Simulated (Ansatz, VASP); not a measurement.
One calculation of BN, two programs

INCAR

```
SYSTEM = BN
  ALGO = Normal
  EDIFF = 1E-6
  ENCUT = 520
  GGA = PS
  ISIF = 2
  ISMEAR = -1
  LASPH = .TRUE.
  LCHARG = .FALSE.
  LREAL = .FALSE.
  LWAVE = .FALSE.
  NBANDS = 11
  NELM = 80
  PREC = Accurate
  SIGMA = 0.03
```

Contents of KPOINTS:

```
k-points
0
G
  13 13 13
  0 0 0
```

The input POSCAR:

```
BN
1.0
   -0.0542250000      1.7803875000      1.7803875000
    1.7803875000     -0.0542250000      1.7803875000
    1.7803875000      1.7803875000     -0.0542250000
B N
1 1
Direct
    0.0000000000      0.0000000000      0.0000000000
    0.7500000000      0.7500000000      0.7500000000
```

Input for Ansatz:

```yaml
crystal:
  lattice:
    - [-0.054225, 1.7803875, 1.7803875]
    - [1.7803875, -0.054225, 1.7803875]
    - [1.7803875, 1.7803875, -0.054225]
  atoms:
    - { symbol: B, position: [0.0, 0.0, 0.0] }
    - { symbol: "N", position: [0.75, 0.75, 0.75] }
kpoints:
  mp_grid: { grid: [13, 13, 13] }
  band_path:
    path:
      - [0.0, 0.0, 0.0]
      - [0.5, 0.5, 0.5]
      - [0.2579113083, 0.5, 0.7420886917]
      - [-0.2579113083, 0.2579113083, 0.5]
      - [0.0, 0.0, 0.5]
      - [0.0, 0.0, 0.0]
      - [-0.3789556542, 0.0, 0.3789556542]
      - [0.0, 0.3789556542, 0.6210443458]
      - [0.0, 0.5, 0.5]
    npoints: 5
scf:
  occupations: { method: fermi_dirac, width: 0.03 }
hamiltonian:
  xc: pbesol
  pseudopotentials: { kind: all_electron, lapw: { basis_error: 0.001 } }
output:
  forces: true
  stress: true
  eigenvalues: true
```

Change from the starting cell: equal xy, yz and zx shear strains of -3 %.

Alike in both runs: task single point; functional PBEsol; k mesh 13 × 13 × 13; occupations fermi-dirac, width 0.03 eV; no spin polarisation.

|  | VASP | Ansatz |
| --- | --- | --- |
| version | VASP 6.6.1 | Ansatz 0.2.0 |
| potentials or method | VASP PAW PBE potentials, release 64 (B, N), cutoff 520 eV | all-electron LAPW, scalar-relativistic |

```tsv
	VASP	Ansatz	Ansatz less VASP
gap on the k mesh at the Fermi level (eV)	4.23	4.23	+0.009
pressure (GPa)	-1.1	-1.6	-0.58
traceless stress, the component that is largest in VASP (GPa)	14.08	13.97	-0.106
rms of the force components (eV/Å)	0.132	0.125	-0.0068
```

VASP's potentials were made for PBE, not for PBEsol. Atom by atom the forces differ by 0.007 eV/Å (rms over components). Ansatz ran all-electron here, and VASP with PAW potentials.
